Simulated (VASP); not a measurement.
# Al in VASP: further runs, part 3 of 3

VASP 6.6.1. Earlier steps stand in the parts before.

**5. Single point, PBEsol+D3(BJ) (biaxial strain in the a-b plane: +3.0 %)**

INCAR

```
SYSTEM = Al
ALGO = Normal ; EDIFF = 1E-6
ENCUT = 520 ; GGA = PS
ISIF = 2 ; ISMEAR = 0
IVDW = 12 ; LASPH = .True.
LCHARG = .False. ; LREAL = .False.
LWAVE = .False. ; NBANDS = 10
NELM = 60 ; PREC = Accurate
SIGMA = 0.1
```

KPOINTS

```
k-points
0
Gamma
  24 24 12
  0 0 0
```

POSCAR

```
Al
1.0
    2.8739669612      0.0000000000      0.0000000000
   -1.4369834806      2.4889283980      0.0000000000
    0.0000000000      0.0000000000      4.5642551579
Al
2
Direct
    0.6666666667      0.3333333333      0.7500000000
    0.3333333333      0.6666666667      0.2500000000
```

Potentials or basis: VASP PAW PBE potentials, release 64 (Al).

Run with:

```console
$ cat potpaw_PBE.64/Al/POTCAR > POTCAR
$ mpirun -np 1 vasp_std > vasp.out
```

OUTCAR:

```text
SYSTEM = Al
   EDIFF = 1E-6
   ENCUT = 520
   GGA = PS
   ISIF = 2
   ISMEAR = 0
   IVDW = 12
   LASPH = .True.
   LREAL = .False.
   NELM = 60
   PREC = Accurate
 IVDW          = 12

 ion  position               nearest neighbor table
   1  0.667  0.333  0.750-   2 2.82   2 2.82   2 2.82   2 2.82   2 2.82   2 2.82
   2  0.333  0.667  0.250-   1 2.82   1 2.82   1 2.82   1 2.82   1 2.82   1 2.82

  LATTYP: Found a hexagonal cell.
 ALAT       =     2.8739669612
 C/A-ratio  =     1.5881376576

  Lattice vectors:

 A1 = (   2.8739669612,   0.0000000000,   0.0000000000)
 A2 = (  -1.4369834806,   2.4889283980,   0.0000000000)
 A3 = (   0.0000000000,   0.0000000000,   4.5642551579)

Analysis of symmetry for initial positions (statically):
=====================================================================
 Subroutine PRICEL returns:
 Original cell was already a primitive cell.

 Routine SETGRP: Setting up the symmetry group for a
 hexagonal supercell.

 Subroutine GETGRP returns: Found 24 space group operations
 (whereof 12 operations were pure point group operations)
 out of a pool of 24 trial point group operations.

The static configuration has the point symmetry D_3d.
 The point group associated with its full space group is D_6h.

Analysis of symmetry for dynamics (positions and initial velocities):
=====================================================================
 Subroutine PRICEL returns:
 Original cell was already a primitive cell.

 Routine SETGRP: Setting up the symmetry group for a
 hexagonal supercell.

 Subroutine GETGRP returns: Found 24 space group operations
 (whereof 12 operations were pure point group operations)
 out of a pool of 24 trial point group operations.

The dynamic configuration has the point symmetry D_3d.
 The point group associated with its full space group is D_6h.

 Subroutine INISYM returns: Found 24 space group operations
 (whereof 12 operations are pure point group operations),
 and found     1 'primitive' translations

[... 123 lines left out ...]
   LEPSILON=     F    determine dielectric tensor
   LRPA    =     F    only Hartree local field effects (RPA)
 non-spin polarized calculation
 Gauss-broadening in eV      SIGMA  =   0.10
  energy-cutoff  :      520.00
  volume of cell :       32.65
 maximum number of plane-waves:       911
 NGX is ok and might be reduce to    24
   NGX = 11   NGY = 11   NGZ = 17

 number of electron       6.0000000 magnetization

 Free energy of the ion-electron system (eV)
  ---------------------------------------------------
  ext. energy  EPLUGINS =         0.00000000
  ---------------------------------------------------
  free energy    TOTEN  =        -8.11216836 eV

  energy without entropy =       -8.10705665  energy(sigma->0) =       -8.10961251

 E-fermi :   8.0433     XC(G=0): -10.2967

 val. band max:        8.0413347237   @ k =   0.2500   0.2500   0.4167
 cond. band min:       8.0456426825   @ k =   0.3333   0.2500   0.4167
 fundamental gap:      0.0043079587
 Fermi energy:         8.0432913767

 k-point     1 :       0.0000    0.0000    0.0000
  band No.  band energies     occupation
      1      -3.1453      2.00000
      2       3.5839      2.00000
      3       4.0125      2.00000
      4      18.2460      0.00000
      5      18.2460      0.00000
      6      18.7270      0.00000
      7      18.7270      0.00000
      8      20.4590      0.00000
      9      21.7731      0.00000
     10      23.3175      0.00000
[... 287 lines left out ...]
 k-point    24 :       0.4583    0.0417    0.0000
  band No.  band energies     occupation
      1       2.2461      2.00000
      2       3.2211      2.00000
      3       8.5303      0.00000
      4       9.2647      0.00000
      5       9.8250      0.00000
      6      10.2733      0.00000
      7      12.7610      0.00000
      8      15.8998      0.00000
      9      18.7484      0.00000
     10      19.0485      0.00000

 [... further k-points ...]

------------------------ aborting loop because EDIFF is reached ----------------------------------------

 Edisp (eV)   -0.64198

 E8    (eV) :    -0.4324

  FORCE on cell =-STRESS in cart. coord.  units (eV):
  Direction    XX          YY          ZZ          XY          YZ          ZX
  --------------------------------------------------------------------------------------
  -------------------------------------------------------------------------------------
  Total      -0.85446    -0.85446    -0.20157     0.00000    -0.00000     0.00000
  in kB     -41.93141   -41.93141    -9.89194     0.00000    -0.00000     0.00000
  external pressure =      -31.25 kB  Pullay stress =        0.00 kB

 VOLUME and BASIS-vectors are now :
 -----------------------------------------------------------------------------
  energy-cutoff  :      520.00
  volume of cell :       32.65
      direct lattice vectors                 reciprocal lattice vectors
     2.873966961  0.000000000  0.000000000     0.347951112  0.200889668  0.000000000
    -1.436983481  2.488928398  0.000000000     0.000000000  0.401779336  0.000000000
     0.000000000  0.000000000  4.564255158     0.000000000  0.000000000  0.219093799

 POSITION                                       TOTAL-FORCE (eV/Angst)
 -----------------------------------------------------------------------------------
      1.43698      0.82964      3.42319        -0.000000     -0.000000      0.000000
     -0.00000      1.65929      1.14106         0.000000      0.000000      0.000000
 -----------------------------------------------------------------------------------
    total drift:                                0.000000     -0.000000     -0.000000

  FREE ENERGIE OF THE ION-ELECTRON SYSTEM (eV)
  ---------------------------------------------------
  free  energy   TOTEN  =        -8.7541435163 eV

  energy  without entropy=       -8.7490318036  energy(sigma->0) =       -8.75158766
```

OSZICAR:

```text
N       E                     dE             d eps       ncg     rms          rms(c)
DAV:   1    -0.966642506926E+00   -0.96664E+00   -0.23207E+03  8548   0.474E+02
DAV:   2    -0.801896467399E+01   -0.70523E+01   -0.67840E+01 11130   0.542E+01
DAV:   3    -0.817202580163E+01   -0.15306E+00   -0.15194E+00 11154   0.642E+00
DAV:   4    -0.817265970737E+01   -0.63391E-03   -0.63384E-03 10156   0.470E-01
DAV:   5    -0.817266510229E+01   -0.53949E-05   -0.53958E-05 10378   0.441E-02    0.197E+00
DAV:   6    -0.813631051888E+01    0.36355E-01   -0.46860E-03  9502   0.323E-01    0.112E+00
DAV:   7    -0.811231869900E+01    0.23992E-01   -0.11765E-02  9152   0.494E-01    0.199E-01
DAV:   8    -0.811217109396E+01    0.14761E-03   -0.14148E-04 11912   0.672E-02    0.204E-02
DAV:   9    -0.811216911410E+01    0.19799E-05   -0.12763E-06  9718   0.632E-03    0.237E-03
DAV:  10    -0.811216836475E+01    0.74936E-06   -0.73501E-08  5510   0.126E-03
   1 F= -.87541435E+01 E0= -.87515877E+01  d E =-.511171E-02
```

stdout:

```text
POSCAR found type information on POSCAR Al
 POSCAR found :  1 types and       2 ions
 scaLAPACK will be used
 -----------------------------------------------------------------------------
|                                                                             |
|                                                                             |
|     You enforced a specific xc type in the INCAR file but a different       |
|     I HOPE YOU KNOW WHAT YOU ARE DOING!                                     |
|                                                                             |
 -----------------------------------------------------------------------------

 LDA part: xc-table for (Slater+PW92), standard interpolation
 POSCAR, INCAR and KPOINTS ok, starting setup
 FFT: planning ... GRIDC
 FFT: planning ... GRID_SOFT
 FFT: planning ... GRID
 WAVECAR not read
 entering main loop
```

It used 180 s of CPU time on 1 thread of AMD EPYC 7R13 Processor (Zen 3) (shared host).

Results:

```
Free energy                : -8.7541 eV
Pressure                   : -3.1 GPa
Band gap on the k mesh     : zero (band 3 reaches 12.69 eV, above the bottom of band 4 at 4.78 eV)
Dispersion energy per atom : -0.321 eV
```

Caveat: the cell differs from its parent crystal (biaxial strain in the a-b plane: +3.0 %); the PAW data sets were made with another functional, which shifts forces and pressure a little; pairwise dispersion overbinds metals, which lowers pressure and volume.

**6. Single point, PBEsol+D3(BJ) (uniaxial strain along a: -1.0 %, then relaxed in part)**

INCAR

```
PREC     = Accurate       # precision mode
ENCUT    = 520            # plane-wave cutoff, eV
EDIFF    = 1E-6           # SCF threshold, eV
ISMEAR   = 0              # smearing method
SIGMA    = 0.1            # smearing width, eV
LREAL    = False          # projectors in reciprocal space
LASPH    = True           # aspherical terms in the spheres
NELM     = 60             # most SCF steps
ALGO     = Fast           # electronic algorithm
ISIF     = 2              # what is computed and relaxed
LWAVE    = False          # write WAVECAR
LCHARG   = False          # write CHGCAR
GGA      = PS             # functional
IVDW     = 12             # dispersion correction
NBANDS   = 10             # bands
```

KPOINTS

```
Automatic mesh
0
Gamma
  24 24 12
```

POSCAR

```
Al
1.0
    2.7623560447     -0.0017452068      0.0000000000
   -1.3827084990      2.4287251075      0.0000000000
    0.0000000000      0.0000000000      4.6404066522
Al
2
Direct
    0.6660684266      0.3322938346      0.7500000000
    0.3339315734      0.6677061654      0.2500000000
```

Potentials or basis: VASP PAW PBE potentials, release 64 (Al).

Run with:

```console
$ cat potpaw_PBE.64/Al/POTCAR > POTCAR
$ mpirun -np 1 vasp_std > vasp.out
```

Wall time 6 min (1 thread of Intel Xeon Platinum 8259CL at 2.50GHz (Skylake/Cascade Lake), shared host); peak memory 0.59 GiB.

Results (log left out):

| Quantity | Value |
| --- | --- |
| Free energy | -8.7759 eV |
| Pressure | 0.7 GPa |
| Band gap on the k mesh | zero (band 3 reaches 12.69 eV, above the bottom of band 4 at 5.22 eV) |
| Dispersion energy per atom | -0.337 eV |

Stress tensor (GPa, compression positive):
```
2.05 0.06 0.00
0.06 0.13 0.00
0.00 0.00 0.06
```

Levels at points of the mesh, in eV from the Fermi level:
| k point | band 1 | band 2 | band 3 | band 4 | band 5 | band 6 | band 7 | band 8 |
| --- | --- | --- | --- | --- | --- | --- | --- | --- |
| (0.00, 0.00, 0.00) | -11.54 | -4.94 | -4.72 | 11.20 | 11.34 | 11.59 | 11.78 | 12.11 |
| (0.50, 0.00, 0.00) | -5.31 | -5.26 | 0.65 | 1.09 | 1.42 | 1.83 | 5.97 | 7.78 |
| (0.00, 0.50, 0.00) | -5.48 | -5.36 | 0.49 | 0.98 | 1.32 | 1.65 | 6.42 | 8.12 |
| (0.50, 0.50, 0.00) | -5.33 | -5.27 | 0.64 | 1.08 | 1.41 | 1.81 | 6.01 | 7.81 |
| (0.00, 0.00, 0.50) | -9.83 | -9.83 | 3.16 | 3.16 | 12.23 | 12.23 | 12.63 | 12.63 |
| (0.50, 0.00, 0.50) | -4.03 | -4.03 | -3.18 | -3.18 | 7.42 | 7.42 | 7.63 | 7.63 |
| (0.00, 0.50, 0.50) | -4.14 | -4.14 | -3.35 | -3.35 | 7.73 | 7.73 | 7.86 | 7.86 |
| (0.50, 0.50, 0.50) | -4.04 | -4.04 | -3.19 | -3.19 | 7.46 | 7.46 | 7.64 | 7.64 |

Caveat: the cell differs from its parent crystal (uniaxial strain along a: -1.0 %, then relaxed in part); the PAW data sets were made with another functional, which shifts forces and pressure a little; pairwise dispersion overbinds metals, which lowers pressure and volume.

**7. Summary**

```csv
task,cell,k mesh,cutoff (eV),gap on the mesh (eV),pressure (GPa)
relaxation of cell and atoms,"relaxed to 12 GPa from a = 2.688, b = 2.688, c = 4.476 Å, angles 90.0, 90.0, 120.0°, 2 atoms",18 × 18 × 10,600,none,12.0
single point,"a = 2.846, b = 2.846, c = 4.592 Å, angles 90.0, 90.0, 120.0°, 2 atoms",24 × 24 × 12,520,none,-2.2
single point,"a = 2.874, b = 2.874, c = 4.516 Å, angles 90.0, 90.0, 120.0°, 2 atoms",24 × 24 × 12,520,none,-2.3
single point,"a = 2.874, b = 2.874, c = 4.564 Å, angles 90.0, 90.0, 120.0°, 2 atoms",24 × 24 × 12,520,none,-3.1
single point,"a = 2.762, b = 2.795, c = 4.640 Å, angles 90.0, 90.0, 119.7°, 2 atoms",24 × 24 × 12,520,none,0.7
```

Alike in all rows: level PBEsol+D3(BJ); potentials or basis VASP PAW PBE potentials, release 64 (Al); no spin polarisation; smearing gaussian 0.1 eV.

Caveats: the PAW data sets were made with another functional, which shifts forces and pressure a little; pairwise dispersion overbinds metals, which lowers pressure and volume; the cell is relaxed towards a set pressure, so the enthalpy falls and the energy may rise (some runs).

Absolute energies hang on the potentials; compare differences alone.
